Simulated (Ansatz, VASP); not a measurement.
**Mo in VASP and in Ansatz**

```
Mo
1.0
     2.75309    0.00000    0.00000
    -1.37655    2.38425    0.00000
     0.00000    0.00000    4.90727
Mo
2
Direct
  0.33333 0.66667 0.25000
  0.66667 0.33333 0.75000
```

Alike in both runs: task single point; functional BLYP; k mesh 15 × 15 × 7; occupations fermi-dirac, width 0.1 eV; no spin polarisation.

|  | VASP | Ansatz |
| --- | --- | --- |
| version | VASP 6.6.1 | Ansatz 0.2.0 |
| potentials or method | VASP PAW PBE potentials, release 64 (Mo_sv), cutoff 520 eV | plane waves (420 eV) with PAW, scalar-relativistic |
| valence electrons in the cell | 28 | 28 |

Ansatz gave:

```
pressure (GPa)                                                : 9.5
traceless stress, the component that is largest in VASP (GPa) : -1.00
```

**Question.** Estimate VASP's values.

**Answer.** Pressure (GPa): 10.4; traceless stress, the component that is largest in VASP (GPa): -1.19.

VASP's potentials were made for PBE, not for BLYP.
